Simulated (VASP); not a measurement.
# Ti (Pm-3m) in VASP: notebook

Ti is run at these levels: PBE; tasks: single point, relaxation of cell and atoms.

All numbers are computed with VASP 6.6.1; they aren't measurements. Logs are shortened: lines on timing, memory, paths and dates and some standing lists are left out, and cuts for length are marked.

### 1 The cell of the first run

The structure is cubic, space group Pm-3m (No. 221). The conventional cell has a = 2.714 Å, b = 2.714 Å, c = 2.714 Å, α = 90.00°, β = 90.00°, γ = 90.00°. Ti (site symmetry m-3m) has 6 Ti at 2.71 Å within 3.6 Å.

### 2 Single point, PBE (volume scaled by 1.08)

The input, INCAR:

```
SYSTEM = Ti
ALGO = Normal ; EDIFF = 1E-7
ENCUT = 520 ; GGA = PE
ISIF = 2 ; ISMEAR = -1
LASPH = .TRUE. ; LCHARG = .FALSE.
LREAL = .FALSE. ; LWAVE = .FALSE.
NBANDS = 12 ; NELM = 100
PREC = Accurate ; SIGMA = 0.1
```

The input, KPOINTS:

```
k-points
0
G
  13 13 13
  0 0 0
```

The input, POSCAR:

```
Ti
1.0
    2.7137243832      0.0000000000      0.0000000000
    0.0000000000      2.7137243832      0.0000000000
    0.0000000000      0.0000000000      2.7137243832
Ti
1
Direct
    0.0000000000      0.0000000000      0.0000000000
```

Potentials or basis: VASP PAW PBE potentials, release 64 (Ti_sv).

Started as:

```console
$ cat potpaw_PBE.64/Ti_sv/POTCAR > POTCAR
$ mpirun -np 1 vasp_std > vasp.out
```

OUTCAR:

```text
SYSTEM = Ti
   EDIFF = 1E-7
   ENCUT = 520
   GGA = PE
   ISIF = 2
   ISMEAR = -1
   LASPH = .TRUE.
   LREAL = .FALSE.
   NELM = 100
   PREC = Accurate

 ion  position               nearest neighbor table
   1  0.000  0.000  0.000-

  LATTYP: Found a simple cubic cell.
 ALAT       =     2.7137243832

  Lattice vectors:

 A1 = (   2.7137243832,   0.0000000000,   0.0000000000)
 A2 = (   0.0000000000,   2.7137243832,   0.0000000000)
 A3 = (   0.0000000000,   0.0000000000,   2.7137243832)

Analysis of symmetry for initial positions (statically):
=====================================================================
 Subroutine PRICEL returns:
 Original cell was already a primitive cell.

 Routine SETGRP: Setting up the symmetry group for a
 simple cubic supercell.

 Subroutine GETGRP returns: Found 48 space group operations
 (whereof 48 operations were pure point group operations)
 out of a pool of 48 trial point group operations.

The static configuration has the point symmetry O_h .

Analysis of symmetry for dynamics (positions and initial velocities):
=====================================================================
 Subroutine PRICEL returns:
 Original cell was already a primitive cell.

 Routine SETGRP: Setting up the symmetry group for a
 simple cubic supercell.

 Subroutine GETGRP returns: Found 48 space group operations
 (whereof 48 operations were pure point group operations)
 out of a pool of 48 trial point group operations.

The dynamic configuration has the point symmetry O_h .

 Subroutine INISYM returns: Found 48 space group operations
 (whereof 48 operations are pure point group operations),
 and found     1 'primitive' translations

----------------------------------------------------------------------------------------

                                     Primitive cell

  volume of cell :      19.9847

  direct lattice vectors                    reciprocal lattice vectors
     2.713724383  0.000000000  0.000000000     0.368497260  0.000000000  0.000000000
     0.000000000  2.713724383  0.000000000     0.000000000  0.368497260  0.000000000
     0.000000000  0.000000000  2.713724383     0.000000000  0.000000000  0.368497260

  length of vectors
     2.713724383  2.713724383  2.713724383     0.368497260  0.368497260  0.368497260

  position of ions in fractional coordinates (direct lattice)
     0.000000000  0.000000000  0.000000000

  ion indices of the primitive-cell ions
   primitive index   ion index
                 1           1

----------------------------------------------------------------------------------------

 KPOINTS: k-points

Automatic generation of k-mesh.
 Grid dimensions read from file:
 generate k-points for:   13   13   13

 Generating k-lattice:

  Cartesian coordinates                     Fractional coordinates (reciprocal lattice)
     0.028345943  0.000000000  0.000000000     0.076923077  0.000000000  0.000000000
     0.000000000  0.028345943  0.000000000     0.000000000  0.076923077  0.000000000
     0.000000000  0.000000000  0.028345943     0.000000000  0.000000000  0.076923077

  Length of vectors
     0.028345943  0.028345943  0.028345943

  Shift w.r.t. Gamma in fractional coordinates (k-lattice)
     0.000000000  0.000000000  0.000000000

 Subroutine IBZKPT returns following result:
 ===========================================

 Found     84 irreducible k-points:

 Following reciprocal coordinates:
            Coordinates               Weight
  0.000000  0.000000  0.000000      1.000000
  0.076923  0.000000  0.000000      6.000000
  0.153846  0.000000  0.000000      6.000000
  0.230769  0.000000  0.000000      6.000000
  0.307692  0.000000  0.000000      6.000000
  0.384615  0.000000  0.000000      6.000000
[... 16 lines left out ...]
  0.307692  0.307692  0.000000     12.000000
  0.384615  0.307692  0.000000     24.000000
 [... further k-points ...]
   k-points           NKPTS =     84   k-points in BZ     NKDIM =     84   number of bands    NBANDS=     12
   number of dos      NEDOS =    301   number of ions     NIONS =      1
   total plane-waves  NPLWV =   8000
   dimension x,y,z NGX =    20 NGY =   20 NGZ =   20
   dimension x,y,z NGXF=    40 NGYF=   40 NGZF=   40
   ions per type =               1
   NGX,Y,Z   is equivalent  to a cutoff of  12.25, 12.25, 12.25 a.u.
   NGXF,Y,Z  is equivalent  to a cutoff of  24.50, 24.50, 24.50 a.u.
 SYSTEM =  Ti
   PREC   = accura    normal or accurate (medium, high low for compatibility)
   ISTART =      0    job   : 0-new  1-cont  2-samecut
   ICHARG =      2    charge: 1-file 2-atom 10-const
   ISPIN  =      1    spin polarized calculation?
   LNONCOLLINEAR =      F non collinear calculations
   LSORBIT =      F    spin-orbit coupling
   LASPH  =      T    aspherical Exc in radial PAW
   ENCUT  =  520.0 eV  38.22 Ry    6.18 a.u.   5.05  5.05  5.05*2*pi/ulx,y,z
   NELM   =    100;   NELMIN=  2; NELMDL= -5     # of ELM steps
   EDIFF  = 0.1E-06   stopping-criterion for ELM
   LREAL  =      F    real-space projection
   EDIFFG = 0.1E-05   stopping-criterion for IOM
   NSW    =      0    number of steps for IOM
   IBRION =     -1    ionic relax: 0-MD 1-quasi-New 2-CG
   NFREE  =      0    steps in history (QN), initial steepest desc. (CG)
   ISIF   =      2    stress and relaxation
   ISYM   =      2    0-nonsym 1-usesym 2-fastsym
   POTIM  = 0.5000    time-step for ionic-motion
   TEBEG  =    0.0;   TEEND  =   0.0 temperature during run
   PSTRESS=    0.0 pullay stress
   NELECT =      12.0000    total number of electrons
   NUPDOWN=      -1.0000    fix difference up-down
   EMIN   =  10.00;   EMAX   =-10.00  energy-range for DOS
   EFERMI =   0.00;   METHOD = LEGACY
   ISMEAR =    -1;   SIGMA  =   0.10  broadening in eV -4-tet -1-fermi 0-gaus
   EFERMI_NEDOS =   21; number of points for ismear=-14 and -15
   IALGO  =     38    algorithm
   IMIX   =      4    mixing-type and parameters
     AMIX     =   0.40;   BMIX     =  1.00
     AMIX_MAG =   1.60;   BMIX_MAG =  1.00
  volume/ion in A,a.u.               =      19.98       134.86
  Fermi-wavevector in a.u.,A,eV,Ry     =   1.381135  2.609967 25.953580  1.907534
  Thomas-Fermi vector in A             =   2.505948
   LORBIT       =      0    0 simple, 1 ext, 2 COOP (PROOUT), +10 PAW based schemes
   GGA     = PE    functional components
   LHFCALC =     F    Hartree Fock is set to
   AEXX    =    0.0000 exact exchange contribution
   IVDW    =     0    specifies the selected vdW correction
   LEPSILON=     F    determine dielectric tensor
   LRPA    =     F    only Hartree local field effects (RPA)
 non-spin polarized calculation
  energy-cutoff  :      520.00
  volume of cell :       19.98
 maximum number of plane-waves:       552
   NGX = 11   NGY = 11   NGZ = 11

 number of electron      12.0000009 magnetization

 Free energy of the ion-electron system (eV)
  ---------------------------------------------------
  ext. energy  EPLUGINS =         0.00000000
  ---------------------------------------------------
  free energy    TOTEN  =        -7.00827199 eV

  energy without entropy =       -6.92954417  energy(sigma->0) =       -6.96890808

 E-fermi :   6.7344     XC(G=0): -10.7486

 val. band max:        6.7273328525   @ k =   0.4615   0.1538   0.0769
 cond. band min:       6.7424439116   @ k =   0.2308   0.1538   0.1538
 fundamental gap:      0.0151110591
 Fermi energy:         6.7343814210

 k-point     1 :       0.0000    0.0000    0.0000
  band No.  band energies     occupation
      1     -49.9398      2.00000
      2     -25.8281      2.00000
      3     -25.8281      2.00000
      4     -25.8281      2.00000
      5       1.2139      2.00000
      6       5.6040      1.99998
      7       5.6040      1.99998
      8      10.2859      0.00000
      9      10.2859      0.00000
     10      10.2859      0.00000
     11      21.5417      0.00000
     12      21.5417      0.00000

 k-point     2 :       0.0769    0.0000    0.0000
  band No.  band energies     occupation
      1     -49.9347      2.00000
      2     -25.8680      2.00000
      3     -25.8247      2.00000
      4     -25.8247      2.00000
      5       1.3564      2.00000
      6       5.6378      1.99997
      7       5.6987      1.99994
      8      10.1730      0.00000
      9      10.1730      0.00000
     10      10.2942      0.00000
     11      20.4148      0.00000
     12      21.7693      0.00000

 k-point     3 :       0.1538    0.0000    0.0000
  band No.  band energies     occupation
      1     -49.9204      2.00000
      2     -25.9775      2.00000
      3     -25.8154      2.00000
      4     -25.8154      2.00000
      5       1.7681      2.00000
      6       5.7330      1.99991
      7       5.9606      1.99913
      8       9.8756      0.00000
      9       9.8756      0.00000
     10      10.3175      0.00000
     11      18.4336      0.00000
     12      22.4117      0.00000
[... 286 lines left out ...]
 k-point    23 :       0.3077    0.3077    0.0000
  band No.  band energies     occupation
      1     -49.8186      2.00000
      2     -26.2399      2.00000
      3     -26.2222      2.00000
      4     -25.7496      2.00000
      5       4.4994      2.00000
      6       6.2139      1.98908
      7       8.0236      0.00001
      8       8.7256      0.00000
      9       9.2498      0.00000
     10       9.3995      0.00000
     11      15.3081      0.00000
     12      18.0717      0.00000

 k-point    24 :       0.3846    0.3077    0.0000
  band No.  band energies     occupation
      1     -49.8010      2.00000
      2     -26.3563      2.00000
      3     -26.2140      2.00000
      4     -25.7384      2.00000
      5       4.7852      2.00000
      6       6.1823      1.99203
      7       8.3017      0.00000
      8       9.0458      0.00000
      9       9.3953      0.00000
     10       9.4248      0.00000
     11      14.1878      0.00000
     12      18.4169      0.00000

 [... further k-points ...]
[... 5 lines left out ...]
  --------------------------------------------------------------------------------------
  -------------------------------------------------------------------------------------
  Total       -0.6793277     -0.6793277     -0.6793277     -0.0000000     -0.0000000      0.0000000
  in kB      -54.4618847    -54.4618847    -54.4618847     -0.0000000     -0.0000000      0.0000000
  external PRESSURE =     -54.4618847 kB  Pullay stress =       0.0000000 kB

 VOLUME and BASIS-vectors are now :
 -----------------------------------------------------------------------------
  energy-cutoff  :      520.00
  volume of cell :       19.98
      direct lattice vectors                 reciprocal lattice vectors
     2.713724383  0.000000000  0.000000000     0.368497260  0.000000000  0.000000000
     0.000000000  2.713724383  0.000000000     0.000000000  0.368497260  0.000000000
     0.000000000  0.000000000  2.713724383     0.000000000  0.000000000  0.368497260

 POSITION                                       TOTAL-FORCE (eV/Angst)
 -----------------------------------------------------------------------------------
      0.00000      0.00000      0.00000         0.000000      0.000000      0.000000
 -----------------------------------------------------------------------------------
    total drift:                                0.000000      0.000000      0.000000

  FREE ENERGIE OF THE ION-ELECTRON SYSTEM (eV)
  ---------------------------------------------------
  free  energy   TOTEN  =        -7.0082719858 eV

  energy  without entropy=       -6.9295441689  energy(sigma->0) =       -6.96890808
```

It took 8.4 s on 1 thread of Intel Xeon Platinum 8488C (Sapphire Rapids), shared host; peak memory 0.13 GiB.

What came out:

| Property | Result |
| --- | --- |
| Free energy | -7.0083 eV |
| Pressure | -5.4 GPa |
| Band gap on the k mesh | zero (band 6 reaches 7.30 eV, above the bottom of band 7 at 5.60 eV) |

Caveat: the cell differs from its parent crystal (volume scaled by 1.08).

### 3 Single point, PBE (volume scaled by 1.12)

The input, INCAR:

```
  PREC = Accurate
  ENCUT = 520
  EDIFF = 1E-6
  ISMEAR = -1
  SIGMA = 0.1
  LREAL = False
  LASPH = True
  NELM = 80
  ALGO = Normal
  ISIF = 2
  LWAVE = False
  LCHARG = False
  GGA = PE
  NBANDS = 12
```

The input, KPOINTS:

```
regular mesh
0
Gamma
  13 13 13
```

The input, POSCAR:

```
Ti
1.0
    2.7468218449      0.0000000000      0.0000000000
    0.0000000000      2.7468218449      0.0000000000
    0.0000000000      0.0000000000      2.7468218449
Ti
1
Direct
    0.0000000000      0.0000000000      0.0000000000
```

Potentials or basis: VASP PAW PBE potentials, release 64 (Ti_sv).

Started as:

```console
$ cat potpaw_PBE.64/Ti_sv/POTCAR > POTCAR
$ mpirun -np 1 vasp_std > vasp.out
```

Wall time 8.3 s (1 thread of Intel Xeon Platinum 8488C (Sapphire Rapids), shared host); peak memory 0.13 GiB.

It converged, with:

| Quantity | Value |
| --- | --- |
| Free energy | -6.9786 eV |
| Pressure | -7.4 GPa |
| Band gap on the k mesh | zero (band 6 reaches 6.92 eV, above the bottom of band 7 at 5.33 eV) |

Levels at points of the mesh, in eV from the Fermi level:
| k point | band 3 | band 4 | band 5 | band 6 | band 7 | band 8 | band 9 | band 10 |
| --- | --- | --- | --- | --- | --- | --- | --- | --- |
| (0.00, 0.00, 0.00) | -32.65 | -32.65 | -5.43 | -1.07 | -1.07 | 3.40 | 3.40 | 3.40 |

Caveat: the cell differs from its parent crystal (volume scaled by 1.12).

### 4 Single point, PBE

This run uses another cell than the first one, of 18.50 Å³/atom, 0.926 times its volume.

The input, INCAR:

```
SYSTEM = Ti
  ALGO = Normal
  EDIFF = 1E-7
  ENCUT = 520
  GGA = PE
  ISIF = 2
  ISMEAR = -1
  LASPH = .TRUE.
  LCHARG = .FALSE.
  LREAL = .FALSE.
  LWAVE = .FALSE.
  NBANDS = 12
  NELM = 60
  PREC = Accurate
  SIGMA = 0.1
```

The input, KPOINTS:

```
k-points
0
G
  19 19 19
  0 0 0
```

The input, POSCAR:

```
Ti
1.0
    2.6449927443      0.0000000000      0.0000000000
    0.0000000000      2.6449927443      0.0000000000
    0.0000000000      0.0000000000      2.6449927443
Ti
1
Direct
    0.0000000000      0.0000000000      0.0000000000
```

Started as:

```console
$ cat potpaw_PBE.64/Ti_sv/POTCAR > POTCAR
$ mpirun -np 1 vasp_std > vasp.out
```

Run time: 19 s. Hardware: 1 thread of Intel Xeon Platinum 8488C (Sapphire Rapids), shared host; peak memory 0.16 GiB.

It converged, with:

```yaml
Free_energy: -7.0359 eV
Pressure: -0.3 GPa
Band_gap_on_the_k_mesh: zero (band 6 reaches 8.22 eV, above the bottom of band 7 at 6.21 eV)
```

Levels at points of the mesh, in eV from the Fermi level:
| k point | band 2 | band 3 | band 4 | band 5 | band 6 | band 7 | band 8 | band 9 | band 10 | band 11 |
| --- | --- | --- | --- | --- | --- | --- | --- | --- | --- | --- |
| (0.00, 0.00, 0.00) | -32.38 | -32.38 | -32.38 | -5.70 | -1.27 | -1.27 | 3.88 | 3.88 | 3.88 | 15.62 |

### 5 Relaxation of cell and atoms, PBE

This run uses another cell than the first one, of 19.07 Å³/atom, 0.954 times its volume.

The input, INCAR:

```
SYSTEM = Ti
PREC     = Accurate       ! precision mode
ENCUT    = 600            ! plane-wave cutoff, eV
EDIFF    = 1E-7           ! SCF threshold, eV
ISMEAR   = -1             ! smearing method
SIGMA    = 0.1            ! smearing width, eV
LREAL    = .False.        ! projectors in reciprocal space
LASPH    = .True.         ! aspherical terms in the spheres
NELM     = 60             ! most SCF steps
ALGO     = Normal         ! electronic algorithm
ISIF     = 3              ! what is computed and relaxed
LWAVE    = .False.        ! write WAVECAR
LCHARG   = .False.        ! write CHGCAR
GGA      = PE             ! functional
IBRION   = 2              ! ionic algorithm
NSW      = 80             ! ionic steps
EDIFFG   = -0.01          ! ionic threshold
```

The input, KPOINTS:

```
regular mesh
0
Gamma
  12 12 12
  0 0 0
```

The input, POSCAR:

```
Ti
1.0
    2.6717143674      0.0000000000      0.0000000000
    0.0000000000      2.6717143674      0.0000000000
    0.0000000000      0.0000000000      2.6717143674
Ti
1
Direct
    0.0000000000      0.0000000000      0.0000000000
```

Started as:

```console
$ cat potpaw_PBE.64/Ti_sv/POTCAR > POTCAR
$ mpirun -np 1 vasp_std > vasp.out
```

Wall time 21 s (1 thread of Intel Xeon Platinum 8488C (Sapphire Rapids), shared host); peak memory 0.15 GiB.

The run converged. Its results:

- Free energy: -7.0329 eV
- Relaxed volume: 18.47 Å³/atom
- Relaxed cell: a = 2.643 Å, b = 2.643 Å, c = 2.643 Å, α = 90.00°, β = 90.00°, γ = 90.00°
- Space group after relaxing (to 0.05 Å): Pm-3m (No. 221)
- Energy gained by relaxing: 4.5 meV/atom
- Ionic steps: 3
- Pressure after relaxing: 0.0 GPa
- Band gap on the k mesh: zero (band 6 reaches 8.38 eV, above the bottom of band 7 at 6.22 eV)

Step by step:
```tsv
step	energy change (eV)	largest force (eV/Å)	pressure (GPa)	volume (Å³)
1	0.0000	0.0000	-2.35	19.07
2	-0.0042	0.0000	0.67	18.31
3	-0.0045	0.0000	0.01	18.47
```

Final structure:
```
Ti
1.0
     2.64332    0.00000    0.00000
     0.00000    2.64332    0.00000
     0.00000    0.00000    2.64332
Ti
1
Cartesian
  0.0000 0.0000 0.0000
```

Levels at points of the mesh, in eV from the Fermi level:
| k point | band 4 | band 5 | band 6 | band 7 | band 8 | band 9 |
| --- | --- | --- | --- | --- | --- | --- |
| (0.00, 0.00, 0.00) | -32.39 | -5.72 | -1.29 | -1.29 | 3.87 | 3.87 |
| (0.50, 0.00, 0.00) | -32.31 | -1.88 | -0.58 | -0.25 | 2.03 | 2.03 |
| (0.50, 0.50, 0.00) | -32.24 | -2.66 | -0.14 | 2.44 | 2.44 | 4.96 |
| (0.50, 0.50, 0.50) | -33.00 | -1.16 | -1.16 | -1.16 | 5.06 | 5.06 |

### 6 The runs side by side

| task | cell | k mesh | cutoff (eV) | gap on the mesh (eV) | pressure (GPa) |
| --- | --- | --- | --- | --- | --- |
| single point | a = 2.714 Å, 1 atom | 13 × 13 × 13 | 520 | none | -5.4 |
| single point | a = 2.747 Å, 1 atom | 13 × 13 × 13 | 520 | none | -7.4 |
| single point | a = 2.645 Å, 1 atom | 19 × 19 × 19 | 520 | none | -0.3 |
| relaxation of cell and atoms | relaxed from a = 2.672 Å, 1 atom | 12 × 12 × 12 | 600 | none | 0.0 |

Alike in all rows: level PBE; potentials or basis VASP PAW PBE potentials, release 64 (Ti_sv); no spin polarisation; smearing fermi-dirac 0.1 eV.

Absolute energies hang on the potentials; compare differences alone.
